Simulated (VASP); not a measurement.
# BeS2 (P4/mmm) in VASP: a series of runs

BeS2 is run at these levels: PBE; tasks: single point, relaxation of cell and atoms.

Program: VASP 6.6.1. These are calculated values, not measurements. Logs are shortened: lines on timing, memory, paths and dates and some standing lists are left out, and cuts for length are marked.

### 1 The cell of the first run

It takes space group P4/mmm (No. 123, tetragonal). The conventional cell has a = 3.084 Å, b = 3.084 Å, c = 4.878 Å, α = 90.00°, β = 90.00°, γ = 90.00°. Be (site symmetry 4/mmm) has 8 S at 2.49 Å and 4 Be at 3.08 Å within 3.3 Å. S (site symmetry 4mm) has 6 S at 2.41 to 3.08 Å and 4 Be at 2.49 Å within 3.2 Å.

The cell was generated, and may not be a known phase.

### 2 Single point, PBE

Contents of INCAR:

```
PREC = Accurate
ENCUT = 520
EDIFF = 1E-7
ISMEAR = 0
SIGMA = 0.1
LREAL = F
LASPH = T
NELM = 80
ALGO = Normal
ISIF = 2
LWAVE = F
LCHARG = F
GGA = PE
NBANDS = 14
```

Contents of KPOINTS:

```
Automatic mesh
0
Gamma
  6 6 4
```

Contents of POSCAR:

```
BeS2
1.0
    3.0842525024      0.0000000000      0.0000000000
    0.0000000000      3.0842525024      0.0000000000
    0.0000000000      0.0000000000      4.8776530025
Be S
1 2
Direct
    0.0000000000      0.0000000000      0.0000000000
    0.5000000000      0.5000000000      0.2465488750
    0.5000000000      0.5000000000      0.7534511250
```

Potentials or basis: VASP PAW PBE potentials, release 64 (Be, S).

Command:

```sh
cat potpaw_PBE.64/Be/POTCAR potpaw_PBE.64/S/POTCAR > POTCAR
mpirun -np 1 vasp_std > vasp.out
```

OUTCAR:

```text
PREC = Accurate
   ENCUT = 520
   EDIFF = 1E-7
   ISMEAR = 0
   LREAL = F
   LASPH = T
   NELM = 80
   ISIF = 2
   GGA = PE

 ion  position               nearest neighbor table
   1  0.000  0.000  0.000-   2 2.49   3 2.49   2 2.49   3 2.49   2 2.49   3 2.49   2 2.49   3 2.49

   2  0.500  0.500  0.247-   3 2.41   3 2.47   1 2.49   1 2.49   1 2.49   1 2.49
   3  0.500  0.500  0.753-   2 2.41   2 2.47   1 2.49   1 2.49   1 2.49   1 2.49

  LATTYP: Found a simple tetragonal cell.
 ALAT       =     3.0842525024
 C/A-ratio  =     1.5814700640

  Lattice vectors:

 A1 = (   3.0842525024,   0.0000000000,   0.0000000000)
 A2 = (   0.0000000000,   3.0842525024,   0.0000000000)
 A3 = (   0.0000000000,   0.0000000000,   4.8776530025)

Analysis of symmetry for initial positions (statically):
=====================================================================
 Subroutine PRICEL returns:
 Original cell was already a primitive cell.

 Routine SETGRP: Setting up the symmetry group for a
 simple tetragonal supercell.

 Subroutine GETGRP returns: Found 16 space group operations
 (whereof 16 operations were pure point group operations)
 out of a pool of 16 trial point group operations.

The static configuration has the point symmetry D_4h.

Analysis of symmetry for dynamics (positions and initial velocities):
=====================================================================
 Subroutine PRICEL returns:
 Original cell was already a primitive cell.

 Routine SETGRP: Setting up the symmetry group for a
 simple tetragonal supercell.

 Subroutine GETGRP returns: Found 16 space group operations
 (whereof 16 operations were pure point group operations)
 out of a pool of 16 trial point group operations.

The dynamic configuration has the point symmetry D_4h.

 Subroutine INISYM returns: Found 16 space group operations
 (whereof 16 operations are pure point group operations),
 and found     1 'primitive' translations

----------------------------------------------------------------------------------------

                                     Primitive cell

  volume of cell :      46.3992

  direct lattice vectors                    reciprocal lattice vectors
     3.084252502  0.000000000  0.000000000     0.324227669  0.000000000  0.000000000
     0.000000000  3.084252502  0.000000000     0.000000000  0.324227669  0.000000000
     0.000000000  0.000000000  4.877653002     0.000000000  0.000000000  0.205016634

[... 96 lines left out ...]
   NELECT =      14.0000    total number of electrons
   NUPDOWN=      -1.0000    fix difference up-down
   EMIN   =  10.00;   EMAX   =-10.00  energy-range for DOS
   EFERMI =   0.00;   METHOD = LEGACY
   ISMEAR =     0;   SIGMA  =   0.10  broadening in eV -4-tet -1-fermi 0-gaus
   EFERMI_NEDOS =   21; number of points for ismear=-14 and -15
   IALGO  =     38    algorithm
   IMIX   =      4    mixing-type and parameters
     AMIX     =   0.40;   BMIX     =  1.00
     AMIX_MAG =   1.60;   BMIX_MAG =  1.00
  volume/ion in A,a.u.               =      15.47       104.37
  Fermi-wavevector in a.u.,A,eV,Ry     =   1.098029  2.074974 16.404113  1.205668
  Thomas-Fermi vector in A             =   2.234400
   LORBIT       =      0    0 simple, 1 ext, 2 COOP (PROOUT), +10 PAW based schemes
   GGA     = PE    functional components
   LHFCALC =     F    Hartree Fock is set to
   AEXX    =    0.0000 exact exchange contribution
   IVDW    =     0    specifies the selected vdW correction
   LEPSILON=     F    determine dielectric tensor
   LRPA    =     F    only Hartree local field effects (RPA)
 non-spin polarized calculation
 Gauss-broadening in eV      SIGMA  =   0.10
  energy-cutoff  :      520.00
  volume of cell :       46.40
 maximum number of plane-waves:      1284
 NGX is ok and might be reduce to    24
   NGX = 11   NGY = 11   NGZ = 19

 number of electron      13.9999997 magnetization

 Free energy of the ion-electron system (eV)
  ---------------------------------------------------
  ext. energy  EPLUGINS =         0.00000000
  ---------------------------------------------------
  free energy    TOTEN  =       -11.34326244 eV

  energy without entropy =      -11.33924566  energy(sigma->0) =      -11.34125405

 E-fermi :   6.2783     XC(G=0): -10.0503

 val. band max:        6.2025606807   @ k =   0.3333   0.0000   0.5000
 cond. band min:       6.3095536630   @ k =   0.0000   0.0000   0.2500
 fundamental gap:      0.1069929823
 Fermi energy:         6.2783043214

 k-point     1 :       0.0000    0.0000    0.0000
  band No.  band energies     occupation
      1     -10.0164      2.00000
      2      -5.9321      2.00000
      3      -1.7565      2.00000
      4       3.7007      2.00000
      5       3.7007      2.00000
      6       6.8800      0.00000
      7       6.8800      0.00000
      8       8.0637      0.00000
      9       9.5204      0.00000
     10      11.1548      0.00000
     11      11.9528      0.00000
     12      12.9145      0.00000
     13      12.9145      0.00000
     14      15.1187      0.00000
[... 377 lines left out ...]
      1      -7.9310      2.00000
      2      -6.8581      2.00000
      3      -1.1324      2.00000
      4       0.3592      2.00000
      5       3.9796      2.00000
      6       4.6521      2.00000
      7       5.7049      2.00000
      8       6.4032      0.07736
      9      10.5476      0.00000
     10      11.0072      0.00000
     11      11.6180      0.00000
     12      12.3920      0.00000
     13      15.0094      0.00000
     14      15.2107      0.00000

 [... further k-points ...]

------------------------ aborting loop because EDIFF is reached ----------------------------------------

  FORCE on cell =-STRESS in cart. coord.  units (eV):
  Direction    XX          YY          ZZ          XY          YZ          ZX
  --------------------------------------------------------------------------------------
  -------------------------------------------------------------------------------------
  Total       -0.0524648     -0.0524648      0.0560604      0.0000000      0.0000000      0.0000000
  in kB       -1.8116227     -1.8116227      1.9357796      0.0000000      0.0000000      0.0000000
  external PRESSURE =      -0.5624886 kB  Pullay stress =       0.0000000 kB

 VOLUME and BASIS-vectors are now :
 -----------------------------------------------------------------------------
  energy-cutoff  :      520.00
  volume of cell :       46.40
      direct lattice vectors                 reciprocal lattice vectors
     3.084252502  0.000000000  0.000000000     0.324227669  0.000000000  0.000000000
     0.000000000  3.084252502  0.000000000     0.000000000  0.324227669  0.000000000
     0.000000000  0.000000000  4.877653002     0.000000000  0.000000000  0.205016634

 POSITION                                       TOTAL-FORCE (eV/Angst)
 -----------------------------------------------------------------------------------
      0.00000      0.00000      0.00000         0.000000      0.000000      0.000000
      1.54213      1.54213      1.20258         0.000000     -0.000000     -0.015122
      1.54213      1.54213      3.67507        -0.000000      0.000000      0.015122
 -----------------------------------------------------------------------------------
    total drift:                               -0.000000     -0.000000      0.000000

  FREE ENERGIE OF THE ION-ELECTRON SYSTEM (eV)
  ---------------------------------------------------
  free  energy   TOTEN  =       -11.3432624377 eV

  energy  without entropy=      -11.3392456628  energy(sigma->0) =      -11.34125405
```

stdout:

```text
POSCAR found type information on POSCAR BeS
 POSCAR found :  2 types and       3 ions
 scaLAPACK will be used
 LDA part: xc-table for (Slater+PW92), standard interpolation
 POSCAR, INCAR and KPOINTS ok, starting setup
 FFT: planning ... GRIDC
 FFT: planning ... GRID_SOFT
 FFT: planning ... GRID
 WAVECAR not read
 entering main loop
```

It took 18 s on 1 thread of AMD EPYC 7R13, shared host; peak memory 0.15 GiB.

What came out:

| Quantity | Value |
| --- | --- |
| Free energy | -11.3433 eV |
| Pressure | -0.1 GPa |
| Largest force | 0.015 eV/Å |
| Band gap on the k mesh | zero (bands 7 and 8 overlap by 3.06 eV) |

Forces on the atoms (eV/Å):
```
Be   0.000  0.000  0.000
S    0.000  0.000 -0.015
S    0.000  0.000  0.015
```

Stress tensor (GPa, compression positive):
```
-0.18  0.00  0.00
 0.00 -0.18  0.00
 0.00  0.00  0.19
```

Levels at points of the mesh, in eV from the Fermi level:
```tsv
k point	band 4	band 5	band 6	band 7	band 8	band 9	band 10	band 11
(0.00, 0.00, 0.00)	-2.58	-2.58	0.60	0.60	1.79	3.24	4.88	5.67
(0.50, 0.00, 0.00)	-7.11	-4.48	-1.26	1.26	1.61	4.01	4.38	4.58
(0.50, 0.50, 0.00)	-6.76	-6.08	-2.78	-2.78	-0.90	2.09	2.63	2.63
(0.00, 0.00, 0.50)	-2.80	-2.02	-2.02	-0.59	-0.59	2.27	4.12	5.56
(0.50, 0.00, 0.50)	-5.92	-2.30	-1.63	-0.57	0.12	4.27	4.73	5.34
(0.50, 0.50, 0.50)	-6.20	-4.27	-4.27	-1.33	-0.82	-0.44	1.07	5.90
```

### 3 Single point, PBE

This run uses another cell than the first one, of 17.02 Å³/atom.

Contents of INCAR:

```
PREC = Accurate
ENCUT = 520
EDIFF = 1E-6
ISMEAR = 0
SIGMA = 0.1
LREAL = False
LASPH = True
NELM = 60
ALGO = Normal
ISIF = 2
LWAVE = False
LCHARG = False
GGA = PE
NBANDS = 14
```

Contents of KPOINTS:

```
regular mesh
0
Gamma
  6 6 4
```

Contents of POSCAR:

```
BeS2
1.0
    2.9141956100      0.0000000000      0.0000000000
    0.0000000000      2.9141956100      0.0000000000
    0.0000000000      0.0000000000      6.0127170500
Be S
1 2
Direct
    0.0000000000      0.0000000000      0.0000000000
    0.5000000000      0.5000000000      0.2949999900
    0.5000000000      0.5000000000      0.7050000100
```

Potentials or basis: VASP PAW PBE potentials, release 64 (Be, S).

Command:

```sh
cat potpaw_PBE.64/Be/POTCAR potpaw_PBE.64/S/POTCAR > POTCAR
mpirun -np 1 vasp_std > vasp.out
```

Wall time 28 s (1 thread of AMD EPYC 7R13, shared host); peak memory 0.17 GiB.

It converged, with:

```yaml
Free_energy: -9.7931 eV
Pressure: -7.3 GPa
Largest_force: 2.177 eV/Å
Band_gap_on_the_k_mesh: zero (bands 7 and 8 overlap by 2.45 eV)
```

Forces on the atoms (eV/Å):
```
Be   0.000  0.000  0.000
S    0.000  0.000 -2.177
S    0.000  0.000  2.177
```

Stress tensor (GPa, compression positive):
```
 -5.23   0.00   0.00
  0.00  -5.23   0.00
  0.00   0.00 -11.50
```

Levels at points of the mesh, in eV from the Fermi level:
```tsv
k point	band 3	band 4	band 5	band 6	band 7	band 8	band 9	band 10	band 11	band 12
(0.00, 0.00, 0.00)	-7.57	-0.50	-0.26	-0.26	1.12	1.12	1.74	5.87	6.22	6.81
(0.50, 0.00, 0.00)	-6.81	-5.75	-5.07	-0.16	0.84	1.15	1.95	3.37	5.84	7.36
(0.50, 0.50, 0.00)	-5.14	-5.14	-3.81	-3.28	-3.28	0.77	1.35	1.35	2.12	2.36
(0.00, 0.00, 0.50)	-5.40	-4.42	0.08	0.08	0.59	0.59	4.46	5.17	7.54	7.56
(0.50, 0.00, 0.50)	-6.25	-5.99	-3.83	-2.42	0.97	1.74	1.76	3.24	5.69	7.43
(0.50, 0.50, 0.50)	-4.52	-4.52	-4.30	-4.30	-2.70	0.26	1.09	1.75	2.76	2.76
```

Caveat: the stress differs along the axes, from -11 to -5 GPa; forces of over 1 eV/Å act on the atoms, so gaps and moduli don't describe the material at rest.

### 4 Relaxation of cell and atoms, PBE

This run uses another cell than the first one, of 17.02 Å³/atom.

Contents of INCAR:

```
PREC     = Accurate       # precision mode
ENCUT    = 600            # plane-wave cutoff, eV
EDIFF    = 1E-6           # SCF threshold, eV
ISMEAR   = 0              # smearing method
SIGMA    = 0.1            # smearing width, eV
LREAL    = F              # projectors in reciprocal space
LASPH    = T              # aspherical terms in the spheres
NELM     = 60             # most SCF steps
ALGO     = Normal         # electronic algorithm
ISIF     = 3              # what is computed and relaxed
LWAVE    = F              # write WAVECAR
LCHARG   = F              # write CHGCAR
GGA      = PE             # functional
IBRION   = 2              # ionic algorithm
NSW      = 90             # ionic steps
EDIFFG   = -0.04          # ionic threshold
```

Contents of KPOINTS:

```
Automatic mesh
0
Gamma
  6 6 4
```

POSCAR is that of step 3.

Command:

```sh
cat potpaw_PBE.64/Be/POTCAR potpaw_PBE.64/S/POTCAR > POTCAR
mpirun -np 1 vasp_std > vasp.out
```

It took 3.3 min on 1 thread of AMD EPYC 7R13, shared host; peak memory 0.18 GiB.

It converged, with:

```
Free energy                           : -11.3437 eV
Relaxed volume                        : 15.46 Å³/atom
Relaxed cell                          : a = 3.081 Å, b = 3.081 Å, c = 4.886 Å, α = 90.00°, β = 90.00°, γ = 90.00°
Space group after relaxing (to 0.1 Å) : P4/mmm (No. 123)
Energy gained by relaxing             : 516.8 meV/atom
Ionic steps                           : 19
Pressure after relaxing               : 0.0 GPa
Band gap on the k mesh                : zero (bands 7 and 8 overlap by 3.05 eV)
```

Step by step:
| step | energy change (eV) | largest force (eV/Å) | pressure (GPa) | volume (Å³) |
| --- | --- | --- | --- | --- |
| 1 | 0.0000 | 2.1775 | -7.29 | 51.06 |
| 2 | -0.6175 | 1.9751 | 0.42 | 45.53 |
| 3 | -0.7772 | 1.0446 | 12.78 | 40.74 |
| 4 | -1.0895 | 0.1132 | 10.84 | 42.12 |
| 5 | -0.9896 | 2.9738 | 15.19 | 44.33 |
| 6 | -1.1832 | 0.3282 | 11.19 | 42.77 |
| 7 | -1.1716 | 1.2790 | 11.58 | 43.66 |
| 8 | -1.1950 | 0.9844 | 11.58 | 43.25 |
| 9 | -1.4235 | 0.5178 | -1.60 | 49.78 |
| 10 | -1.4259 | 0.5605 | -0.64 | 49.09 |
| 11 | -1.4605 | 0.5464 | -0.79 | 48.62 |
| 12 | -1.5382 | 0.1671 | -0.75 | 47.20 |
| 13 | -1.3668 | 1.1838 | 4.73 | 44.34 |
| 14 | -1.5450 | 0.1736 | -0.27 | 46.82 |
| 15 | -1.5485 | 0.0661 | 0.48 | 46.07 |
| 16 | -1.5503 | 0.0444 | 0.12 | 46.38 |
| 17 | -1.5503 | 0.0261 | 0.18 | 46.33 |
| 18 | -1.5501 | 0.0525 | -0.28 | 46.51 |
| 19 | -1.5504 | 0.0001 | 0.02 | 46.39 |

Final structure:
```yaml
crystal:
  lattice:
    - [3.08142, 0.00000, 0.00000]
    - [0.00000, 3.08142, 0.00000]
    - [0.00000, 0.00000, 4.88554]
  atoms:
    - { symbol: Be, position: [0.00000, 0.00000, 0.00000] }
    - { symbol: S, position: [0.50000, 0.50000, 0.24593] }
    - { symbol: S, position: [0.50000, 0.50000, 0.75407] }
```

Levels at points of the mesh, in eV from the Fermi level:
```csv
k point,band 3,band 4,band 5,band 6,band 7,band 8,band 9,band 10,band 11
"(0.00, 0.00, 0.00)",-8.03,-2.58,-2.58,0.59,0.59,1.80,3.19,4.87,5.67
"(0.50, 0.00, 0.00)",-8.05,-7.10,-4.51,-1.25,1.25,1.61,4.01,4.32,4.58
"(0.50, 0.50, 0.00)",-6.78,-6.78,-6.06,-2.80,-2.80,-0.91,2.07,2.63,2.63
"(0.00, 0.00, 0.50)",-3.17,-2.80,-2.04,-2.04,-0.58,-0.58,2.27,4.14,5.54
"(0.50, 0.00, 0.50)",-7.44,-5.93,-2.35,-1.61,-0.58,0.14,4.27,4.72,5.32
"(0.50, 0.50, 0.50)",-6.23,-6.23,-4.27,-4.27,-1.38,-0.81,-0.45,1.07,5.88
```

Caveat: a cell axis changed by over 15 % at a fixed basis, so the end point is rough.

### 5 Single point, PBE

This run uses another cell than the first one, of 15.51 Å³/atom.

Contents of INCAR:

```
SYSTEM = BeS2
PREC = Accurate ; ENCUT = 520
EDIFF = 1E-6 ; ISMEAR = 0
SIGMA = 0.1 ; LREAL = .FALSE.
LASPH = .TRUE. ; NELM = 100
ALGO = Normal ; ISIF = 2
LWAVE = .FALSE. ; LCHARG = .FALSE.
GGA = PE ; NBANDS = 14
```

Contents of KPOINTS:

```
regular mesh
0
G
  16 16 10
  0 0 0
```

Contents of POSCAR:

```
BeS2
1.0
    3.0702715058      0.0000000000      0.0000000000
    0.0000000000      3.0702715058      0.0000000000
    0.0000000000      0.0000000000      4.9367651379
Be S
1 2
Direct
    0.0000000000      0.0000000000      0.0000000000
    0.5000000000      0.5000000000      0.2427979532
    0.5000000000      0.5000000000      0.7572020468
```

Command:

```sh
cat potpaw_PBE.64/Be/POTCAR potpaw_PBE.64/S/POTCAR > POTCAR
mpirun -np 1 vasp_std > vasp.out
```

Run time: 2.4 min. Hardware: 1 thread of AMD EPYC 7R13, shared host; peak memory 0.27 GiB.

The run converged. Its results:

```yaml
Free_energy: -11.2043 eV
Pressure: -0.1 GPa
Largest_force: 0.032 eV/Å
Band_gap_on_the_k_mesh: zero (bands 7 and 8 overlap by 2.99 eV)
```

Forces on the atoms (eV/Å):
```
Be   0.000  0.000  0.000
S    0.000  0.000 -0.032
S    0.000  0.000  0.032
```

Stress tensor (GPa, compression positive):
```
-0.11  0.00  0.00
 0.00 -0.11  0.00
 0.00  0.00 -0.19
```

Levels at points of the mesh, in eV from the Fermi level:
| k point | band 3 | band 4 | band 5 | band 6 | band 7 | band 8 | band 9 | band 10 | band 11 | band 12 |
| --- | --- | --- | --- | --- | --- | --- | --- | --- | --- | --- |
| (0.00, 0.00, 0.00) | -7.84 | -2.46 | -2.46 | 0.63 | 0.63 | 1.99 | 2.99 | 4.98 | 5.76 | 6.89 |
| (0.50, 0.00, 0.00) | -7.99 | -6.88 | -4.54 | -1.11 | 1.30 | 1.75 | 4.10 | 4.17 | 4.73 | 8.29 |
| (0.50, 0.50, 0.00) | -6.71 | -6.71 | -5.83 | -2.82 | -2.82 | -0.78 | 2.13 | 2.80 | 2.80 | 4.61 |
| (0.00, 0.00, 0.50) | -3.35 | -2.65 | -1.98 | -1.98 | -0.41 | -0.41 | 2.42 | 4.33 | 5.59 | 7.57 |
| (0.50, 0.00, 0.50) | -7.43 | -5.83 | -2.52 | -1.44 | -0.53 | 0.32 | 4.40 | 4.86 | 5.32 | 6.21 |
| (0.50, 0.50, 0.50) | -6.22 | -6.22 | -4.14 | -4.14 | -1.54 | -0.61 | -0.35 | 1.19 | 5.87 | 5.87 |

(Part 1 of 2 ends here.)

The gap in the log of VASP goes by the Fermi energy; the results here count the filled bands.